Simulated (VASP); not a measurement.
Input of a VASP 6.6.1 run:

Contents of INCAR:

```
SYSTEM = C
ALGO = Normal
DIPOL = 0.5 0.5 0.500
EDIFF = 1E-6
ENCUT = 520
GGA = PS
IDIPOL = 3
ISIF = 2
ISMEAR = 0
LASPH = .TRUE.
LCHARG = .FALSE.
LDIPOL = .TRUE.
LREAL = Auto
LWAVE = .FALSE.
NBANDS = 43
NELM = 100
PREC = Accurate
SIGMA = 1.5
```

KPOINTS

```
k-points
0
G
  11 11 1
  0 0 0
```

POSCAR

```
C
1.0
    2.5129226041      0.0000000000      0.0000000000
    0.0000000000      2.5129226041      0.0000000000
    0.0000000000      0.0000000000     27.4383322977
C
15
Direct
    0.0000000000      0.5000000000      0.2733402278
    0.0000000000      0.0000000000      0.3057201952
    0.5000000000      0.0000000000      0.3381001627
    0.5000000000      0.5000000000      0.3704801302
    0.0000000000      0.5000000000      0.4028600976
    0.0000000000      0.0000000000      0.4352400651
    0.5000000000      0.0000000000      0.4676200325
    0.5000000000      0.5000000000      0.5000000000
    0.0000000000      0.5000000000      0.5323799675
    0.0000000000      0.0000000000      0.5647599349
    0.5000000000      0.0000000000      0.5971399024
    0.5000000000      0.5000000000      0.6295198698
    0.0000000000      0.5000000000      0.6618998373
    0.0000000000      0.0000000000      0.6942798048
    0.5000000000      0.0000000000      0.7266597722
```

Potentials or basis: VASP PAW PBE potentials, release 64 (C).

Command:

```sh
$ cat potpaw_PBE.64/C/POTCAR > POTCAR
$ mpirun -np 1 vasp_std > vasp.out
```

Task: Estimate the largest force.

Result: 2.452 eV/Å.

Forces on the atoms (eV/Å):
```
C    0.000  0.000  2.241
C    0.000  0.000 -2.452
C    0.000  0.000  0.186
C    0.000  0.000 -0.056
C    0.000  0.000  0.014
C    0.000  0.000  0.002
C    0.000  0.000  0.001
C    0.000  0.000  0.000
C    0.000  0.000 -0.001
C    0.000  0.000 -0.002
C    0.000  0.000 -0.014
C    0.000  0.000  0.056
C    0.000  0.000 -0.186
C    0.000  0.000  2.452
C    0.000  0.000 -2.241
```

Caveat: the PAW data sets were made with another functional, which shifts forces and pressure a little.
